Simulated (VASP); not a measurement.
# Cs3LiPb4Br12 (a cell with a defect) in VASP: single point with PBE

Aim: the single point of Cs3LiPb4Br12 (a cell with a defect) with PBE.

All numbers are computed with VASP 6.6.1; they aren't measurements. Logs are shortened: lines on timing, memory, paths and dates and some standing lists are left out, and cuts for length are marked.

## 1. The cell of the first run

The cell holds a defect, 20 atoms: a = 10.167 Å, b = 10.167 Å, c = 10.167 Å, α = 109.47°, β = 109.47°, γ = 109.47°.

## 2. Single point, PBE

The input, INCAR:

```
SYSTEM = Cs3LiPb4Br12
PREC = Accurate
ENCUT = 520
EDIFF = 1E-7
ISMEAR = -1
SIGMA = 0.01
LREAL = Auto
LASPH = .True.
NELM = 80
ALGO = Normal
ISIF = 2
LWAVE = .False.
LCHARG = .False.
GGA = PE
NBANDS = 101
```

The input, KPOINTS:

```
regular mesh
0
Gamma
  2 2 2
  0 0 0
```

The input, POSCAR:

```
Cs3LiPb4Br12
1.0
   -5.8700000000      5.8700000000      5.8700000000
    5.8700000000     -5.8700000000      5.8700000000
    5.8700000000      5.8700000000     -5.8700000000
Li Cs Pb Br
1 3 4 12
Direct
    0.0000000000      0.0000000000      0.0000000000
    0.5000000000      0.5000000000      0.0000000000
    0.5000000000      0.0000000000      0.5000000000
    0.0000000000      0.5000000000      0.5000000000
    0.5000000000      0.5000000000      0.5000000000
    0.0000000000      0.0000000000      0.5000000000
    0.0000000000      0.5000000000      0.0000000000
    0.5000000000      0.0000000000      0.0000000000
    0.4916107202      0.2458053601      0.2458053601
    0.0000000000      0.7541946399      0.2458053601
    0.0000000000      0.2458053601      0.7541946399
    0.5083892798      0.7541946399      0.7541946399
    0.2458053601      0.4916107202      0.2458053601
    0.7541946399      0.0000000000      0.2458053601
    0.7541946399      0.5083892798      0.7541946399
    0.2458053601      0.0000000000      0.7541946399
    0.2458053601      0.2458053601      0.4916107202
    0.7541946399      0.7541946399      0.5083892798
    0.7541946399      0.2458053601      0.0000000000
    0.2458053601      0.7541946399      0.0000000000
```

Potentials or basis: VASP PAW PBE potentials, release 64 (Li_sv, Cs_sv, Pb_d, Br).

Run with:

```
> cat potpaw_PBE.64/Li_sv/POTCAR potpaw_PBE.64/Cs_sv/POTCAR potpaw_PBE.64/Pb_d/POTCAR potpaw_PBE.64/Br/POTCAR > POTCAR
> mpirun -np 1 vasp_std > vasp.out
```

OUTCAR:

```text
SYSTEM = Cs3LiPb4Br12
   PREC = Accurate
   ENCUT = 520
   EDIFF = 1E-7
   ISMEAR = -1
   LREAL = Auto
   LASPH = .True.
   NELM = 80
   ISIF = 2
   GGA = PE

 ion  position               nearest neighbor table
   1  0.000  0.000  0.000-
   2  0.500  0.500  0.000-
   3  0.500  0.000  0.500-
   4  0.000  0.500  0.500-
   5  0.500  0.500  0.500-   9 2.94  12 2.94  13 2.94  15 2.94  17 2.94  18 2.94
   6  0.000  0.000  0.500-  10 2.94  11 2.94  14 2.94  16 2.94  17 2.94  18 2.94
   7  0.000  0.500  0.000-  10 2.94  11 2.94  13 2.94  15 2.94  19 2.94  20 2.94
   8  0.500  0.000  0.000-   9 2.94  12 2.94  14 2.94  16 2.94  19 2.94  20 2.94
   9  0.492  0.246  0.246-   5 2.94   8 2.94
  10  0.000  0.754  0.246-   6 2.94   7 2.94
  11  0.000  0.246  0.754-   6 2.94   7 2.94
  12  0.508  0.754  0.754-   5 2.94   8 2.94
  13  0.246  0.492  0.246-   5 2.94   7 2.94
  14  0.754  0.000  0.246-   6 2.94   8 2.94
  15  0.754  0.508  0.754-   5 2.94   7 2.94
  16  0.246  0.000  0.754-   6 2.94   8 2.94
  17  0.246  0.246  0.492-   5 2.94   6 2.94
  18  0.754  0.754  0.508-   5 2.94   6 2.94
  19  0.754  0.246  0.000-   7 2.94   8 2.94
  20  0.246  0.754  0.000-   7 2.94   8 2.94

  LATTYP: Found a body centered cubic cell.
 ALAT       =    11.7400000000

  Lattice vectors:

 A1 = (  -5.8700000000,   5.8700000000,   5.8700000000)
 A2 = (   5.8700000000,  -5.8700000000,   5.8700000000)
 A3 = (   5.8700000000,   5.8700000000,  -5.8700000000)

Analysis of symmetry for initial positions (statically):
=====================================================================
 Subroutine PRICEL returns:
 Original cell was already a primitive cell.

 Routine SETGRP: Setting up the symmetry group for a
 body centered cubic supercell.

 Subroutine GETGRP returns: Found 48 space group operations
 (whereof 48 operations were pure point group operations)
 out of a pool of 48 trial point group operations.

The static configuration has the point symmetry O_h .

Analysis of symmetry for dynamics (positions and initial velocities):
=====================================================================
 Subroutine PRICEL returns:
 Original cell was already a primitive cell.

 Routine SETGRP: Setting up the symmetry group for a
 body centered cubic supercell.

 Subroutine GETGRP returns: Found 48 space group operations
 (whereof 48 operations were pure point group operations)
 out of a pool of 48 trial point group operations.

The dynamic configuration has the point symmetry O_h .

 Subroutine INISYM returns: Found 48 space group operations
 (whereof 48 operations are pure point group operations),
 and found     1 'primitive' translations

----------------------------------------------------------------------------------------

                                     Primitive cell

  volume of cell :     809.0480

  direct lattice vectors                    reciprocal lattice vectors
    -5.870000000  5.870000000  5.870000000     0.000000000  0.085178876  0.085178876
     5.870000000 -5.870000000  5.870000000     0.085178876  0.000000000  0.085178876
     5.870000000  5.870000000 -5.870000000     0.085178876  0.085178876  0.000000000

  length of vectors
    10.167138240 10.167138240 10.167138240     0.120461121  0.120461121  0.120461121

  position of ions in fractional coordinates (direct lattice)
     0.000000000  0.000000000  0.000000000
     0.500000000  0.500000000  0.000000000
     0.500000000  0.000000000  0.500000000
     0.000000000  0.500000000  0.500000000
     0.500000000  0.500000000  0.500000000
     0.000000000  0.000000000  0.500000000
[... 12 lines left out ...]
     0.754194640  0.245805360  0.000000000
     0.245805360  0.754194640  0.000000000

  ion indices of the primitive-cell ions
   primitive index   ion index
                 1           1
                 2           2
                 3           3
                 4           4
                 5           5
                 6           6
[... 12 lines left out ...]
                19          19
                20          20

----------------------------------------------------------------------------------------

 KPOINTS: regular mesh

Automatic generation of k-mesh.
 Grid dimensions read from file:
 generate k-points for:    2    2    2

 Generating k-lattice:

  Cartesian coordinates                     Fractional coordinates (reciprocal lattice)
     0.000000000  0.042589438  0.042589438     0.500000000  0.000000000  0.000000000
     0.042589438  0.000000000  0.042589438     0.000000000  0.500000000  0.000000000
     0.042589438  0.042589438  0.000000000     0.000000000  0.000000000  0.500000000

  Length of vectors
     0.060230561  0.060230561  0.060230561

  Shift w.r.t. Gamma in fractional coordinates (k-lattice)
     0.000000000  0.000000000  0.000000000

 Subroutine IBZKPT returns following result:
 ===========================================

 Found      3 irreducible k-points:

 Following reciprocal coordinates:
            Coordinates               Weight
  0.000000  0.000000  0.000000      1.000000
  0.500000  0.000000  0.000000      6.000000
  0.500000  0.500000  0.500000      1.000000
   k-points           NKPTS =      3   k-points in BZ     NKDIM =      3   number of bands    NBANDS=    101
   number of dos      NEDOS =    301   number of ions     NIONS =     20
   total plane-waves  NPLWV = 512000
   dimension x,y,z NGX =    80 NGY =   80 NGZ =   80
   dimension x,y,z NGXF=   160 NGYF=  160 NGZF=  160
   ions per type =               1   3   4  12
   NGX,Y,Z   is equivalent  to a cutoff of  13.08, 13.08, 13.08 a.u.
   NGXF,Y,Z  is equivalent  to a cutoff of  26.16, 26.16, 26.16 a.u.
 SYSTEM =  Cs3LiPb4Br12
   PREC   = accura    normal or accurate (medium, high low for compatibility)
   ISTART =      0    job   : 0-new  1-cont  2-samecut
   ICHARG =      2    charge: 1-file 2-atom 10-const
   ISPIN  =      1    spin polarized calculation?
   LNONCOLLINEAR =      F non collinear calculations
   LSORBIT =      F    spin-orbit coupling
   LASPH  =      T    aspherical Exc in radial PAW
   ENCUT  =  520.0 eV  38.22 Ry    6.18 a.u.  18.90 18.90 18.90*2*pi/ulx,y,z
   NELM   =     80;   NELMIN=  2; NELMDL= -5     # of ELM steps
   EDIFF  = 0.1E-06   stopping-criterion for ELM
   LREAL  =      T    real-space projection
   EDIFFG = 0.1E-05   stopping-criterion for IOM
   NSW    =      0    number of steps for IOM
   IBRION =     -1    ionic relax: 0-MD 1-quasi-New 2-CG
   NFREE  =      0    steps in history (QN), initial steepest desc. (CG)
   ISIF   =      2    stress and relaxation
   ISYM   =      2    0-nonsym 1-usesym 2-fastsym
   POTIM  = 0.5000    time-step for ionic-motion
   TEBEG  =    0.0;   TEEND  =   0.0 temperature during run
   PSTRESS=    0.0 pullay stress
   NELECT =     170.0000    total number of electrons
   NUPDOWN=      -1.0000    fix difference up-down
   EMIN   =  10.00;   EMAX   =-10.00  energy-range for DOS
   EFERMI =   0.00;   METHOD = LEGACY
   ISMEAR =    -1;   SIGMA  =   0.01  broadening in eV -4-tet -1-fermi 0-gaus
   EFERMI_NEDOS =   21; number of points for ismear=-14 and -15
   IALGO  =     38    algorithm
   IMIX   =      4    mixing-type and parameters
     AMIX     =   0.40;   BMIX     =  1.00
     AMIX_MAG =   1.60;   BMIX_MAG =  1.00
  volume/ion in A,a.u.               =      40.45       272.99
  Fermi-wavevector in a.u.,A,eV,Ry     =   0.973269  1.839212 12.888162  0.947253
  Thomas-Fermi vector in A             =   2.103635
   LORBIT       =      0    0 simple, 1 ext, 2 COOP (PROOUT), +10 PAW based schemes
   GGA     = PE    functional components
   LHFCALC =     F    Hartree Fock is set to
   AEXX    =    0.0000 exact exchange contribution
   IVDW    =     0    specifies the selected vdW correction
   LEPSILON=     F    determine dielectric tensor
   LRPA    =     F    only Hartree local field effects (RPA)
 non-spin polarized calculation
  energy-cutoff  :      520.00
  volume of cell :      809.05
 maximum number of plane-waves:     21769
 NGX is ok and might be reduce to    80
   NGX = 37   NGY = 37   NGZ = 37

 number of electron     170.0000014 magnetization

 Free energy of the ion-electron system (eV)
  ---------------------------------------------------
  ext. energy  EPLUGINS =         0.00000000
  ---------------------------------------------------
  free energy    TOTEN  =       -62.01792992 eV

  energy without entropy =      -62.01792992  energy(sigma->0) =      -62.01792992

 E-fermi :   1.4830     XC(G=0):  -7.4232

 val. band max:        1.1667653075   @ k =   0.5000   0.5000   0.5000
 cond. band min:       2.7265888641   @ k =   0.5000   0.5000   0.5000
 fundamental gap:      1.5598235566
 Fermi energy:         1.4829583597

 k-point     1 :       0.0000    0.0000    0.0000
  band No.  band energies     occupation
      1     -48.2651      2.00000
      2     -20.3726      2.00000
      3     -20.3712      2.00000
      4     -20.3712      2.00000
      5     -15.7184      2.00000
      6     -15.7184      2.00000
[... 89 lines left out ...]
     96       5.6114      0.00000
     97       5.6118      0.00000

 k-point     2 :       0.5000    0.0000    0.0000
  band No.  band energies     occupation
      1     -48.2651      2.00000
      2     -20.3721      2.00000
      3     -20.3716      2.00000
      4     -20.3712      2.00000
      5     -15.7031      2.00000
      6     -15.7031      2.00000
[... 89 lines left out ...]
     96       5.2309      0.00000
     97       5.3015      0.00000

 k-point     3 :       0.5000    0.5000    0.5000
  band No.  band energies     occupation
      1     -48.2651      2.00000
      2     -20.3720      2.00000
      3     -20.3720      2.00000
      4     -20.3709      2.00000
      5     -15.7183      2.00000
      6     -15.7183      2.00000
[... 89 lines left out ...]
     96       5.5826      0.00000
     97       5.5972      0.00000
 [bands above 97 left out]

------------------------ aborting loop because EDIFF is reached ----------------------------------------

  FORCE on cell =-STRESS in cart. coord.  units (eV):
  Direction    XX          YY          ZZ          XY          YZ          ZX
  --------------------------------------------------------------------------------------
  -------------------------------------------------------------------------------------
  Total        6.7338013      6.7338013      6.7338013     -0.0000000     -0.0000000     -0.0000000
  in kB       13.3351095     13.3351095     13.3351095     -0.0000000     -0.0000000     -0.0000000
  external PRESSURE =      13.3351095 kB  Pullay stress =       0.0000000 kB

 VOLUME and BASIS-vectors are now :
 -----------------------------------------------------------------------------
  energy-cutoff  :      520.00
  volume of cell :      809.05
      direct lattice vectors                 reciprocal lattice vectors
    -5.870000000  5.870000000  5.870000000     0.000000000  0.085178876  0.085178876
     5.870000000 -5.870000000  5.870000000     0.085178876  0.000000000  0.085178876
     5.870000000  5.870000000 -5.870000000     0.085178876  0.085178876  0.000000000

 POSITION                                       TOTAL-FORCE (eV/Angst)
 -----------------------------------------------------------------------------------
      0.00000      0.00000      0.00000        -0.000000      0.000000     -0.000000
      0.00000      0.00000      5.87000        -0.000000      0.000000     -0.000000
      0.00000      5.87000      0.00000        -0.000000      0.000000     -0.000000
      5.87000      0.00000      0.00000        -0.000000      0.000000     -0.000000
      2.93500      2.93500      2.93500        -0.000000      0.000000     -0.000000
      2.93500      2.93500     -2.93500        -0.000000      0.000000     -0.000000
[... 12 lines left out ...]
     -2.98425      2.98425      5.87000         0.001572     -0.001572     -0.000000
      2.98425     -2.98425      5.87000        -0.001572      0.001572     -0.000000
 -----------------------------------------------------------------------------------
    total drift:                               -0.000000     -0.000000      0.000000

  FREE ENERGIE OF THE ION-ELECTRON SYSTEM (eV)
  ---------------------------------------------------
  free  energy   TOTEN  =       -62.0179299205 eV

  energy  without entropy=      -62.0179299205  energy(sigma->0) =      -62.01792992
```

It took 9.6 min on 1 thread of Intel Xeon Platinum 8375C at 2.90GHz (Ice Lake), shared host; peak memory 1.1 GiB.

Results:

```yaml
Free_energy: -62.0179 eV
Band_gap_on_the_k_mesh: 1.56 eV
```

Forces on the atoms (eV/Å):
```
Li   0.000  0.000  0.000
Cs   0.000  0.000  0.000
Cs   0.000  0.000  0.000
Cs   0.000  0.000  0.000
Pb   0.000  0.000  0.000
Pb   0.000  0.000  0.000
Pb   0.000  0.000  0.000
Pb   0.000  0.000  0.000
Br   0.000  0.002  0.002
Br   0.000  0.002 -0.002
Br   0.000 -0.002  0.002
Br   0.000 -0.002 -0.002
Br   0.002  0.000  0.002
Br   0.002  0.000 -0.002
Br  -0.002  0.000 -0.002
Br  -0.002  0.000  0.002
Br   0.002  0.002  0.000
Br  -0.002 -0.002  0.000
Br   0.002 -0.002  0.000
Br  -0.002  0.002  0.000
```

Levels at points of the mesh, in eV from the valence-band top:
| k point | band 83 | band 84 | band 85 | band 86 | band 87 | band 88 |
| --- | --- | --- | --- | --- | --- | --- |
| (0.00, 0.00, 0.00) | -0.70 | -0.70 | -0.70 | 2.06 | 2.06 | 2.06 |
| (0.50, 0.00, 0.00) | -1.83 | -1.15 | -1.11 | 2.09 | 2.09 | 2.57 |
| (0.50, 0.50, 0.50) | -1.42 | -1.42 | 0.00 | 1.56 | 1.56 | 1.56 |

Caveat: the cutoff is under 1.25 times the usual one of these potentials, so pressure, stress and relaxed cells hold a basis-set (Pulay) error; spin-orbit coupling is left out, which moves the levels of the heavy elements.
